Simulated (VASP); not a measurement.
A run of VASP 6.6.1 is set up as follows.

INCAR

```
  PREC = Accurate
  ENCUT = 500
  EDIFF = 1E-7
  ISMEAR = 0
  SIGMA = 0.1
  LREAL = False
  LASPH = True
  NELM = 120
  ALGO = Normal
  ISIF = 3
  LWAVE = False
  LCHARG = False
  GGA = PE
  IBRION = 2
  NSW = 90
  EDIFFG = -0.04
  GGA_COMPAT = False
  NELMIN = 4
```

The input KPOINTS:

```
Automatic mesh
0
Gamma
  6 6 6
```

POSCAR

```
CaTa
1.0
    3.5855755749      0.0000000000      0.0000000000
    0.0000000000      3.5855755749      0.0000000000
    0.0000000000      0.0000000000      3.5855755749
Ca Ta
1 1
Direct
    0.0000000000      0.0000000000      0.0000000000
    0.5000000000      0.5000000000      0.5000000000
```

Potentials or basis: VASP PAW PBE potentials, release 64 (Ca_sv, Ta_pv).

Run with:

```bash
$ cat potpaw_PBE.64/Ca_sv/POTCAR potpaw_PBE.64/Ta_pv/POTCAR > POTCAR
$ mpirun -np 1 vasp_std > vasp.out
```

Task: What does it give for the relaxed volume?

Result: 24.79 Å³/atom.

Task: What does it give for the band gap on the k mesh?

Result: Zero (an odd number of electrons rules out a gap without spin polarisation).

The path:
| step | energy change (eV) | largest force (eV/Å) | pressure (GPa) | volume (Å³) |
| --- | --- | --- | --- | --- |
| 1 | 0.0000 | 0.0000 | 4.73 | 46.10 |
| 2 | -0.0441 | 0.0000 | -1.33 | 50.79 |
| 3 | -0.0492 | 0.0000 | 0.01 | 49.59 |

Caveat: spin-orbit coupling is left out, which moves the levels of the heavy elements.
